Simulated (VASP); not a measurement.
Here is a VASP 6.6.1 calculation.

The input INCAR:

```
ALGO = Normal
EDIFF = 1E-6
ENCUT = 520
GGA = PS
ISIF = 2
ISMEAR = 0
LASPH = T
LCHARG = F
LREAL = F
LWAVE = F
NBANDS = 16
NELM = 60
PREC = Accurate
SIGMA = 0.05
```

Contents of KPOINTS:

```
k-points
0
Gamma
  12 12 6
```

Contents of POSCAR:

```
BN
1.0
    2.5539396017      0.0000000000      0.0000000000
   -1.2769698009      2.2117765748      0.0000000000
    0.0000000000      0.0000000000      4.2268550000
B N
2 2
Direct
    0.6666666667      0.3333333333      0.9997240000
    0.3333333333      0.6666666667      0.4997240000
    0.5793227787      0.2693931696      0.6016177482
    0.3333333333      0.6666666667      0.1252760000
```

Potentials or basis: VASP PAW PBE potentials, release 64 (B, N).

Command:

```console
$ cat potpaw_PBE.64/B/POTCAR potpaw_PBE.64/N/POTCAR > POTCAR
$ mpirun -np 1 vasp_std > vasp.out
```

Question: What does it give for the largest force?

Answer: 6.423 eV/Å.

Question: Predict the pressure.

Answer: 3.0 GPa.

Forces on the atoms (eV/Å):
```
B   -0.581 -0.627 -0.478
B   -1.770 -3.544 -2.247
N    2.436  4.294  4.109
N   -0.085 -0.122 -1.384
```

Caveat: the cell differs from its parent crystal (atom 3 (N) moved by (-0.200, -0.100) A along [1 1 0] and z); the stress differs along the axes, from -3 to 13 GPa; the PAW data sets were made with another functional, which shifts forces and pressure a little.
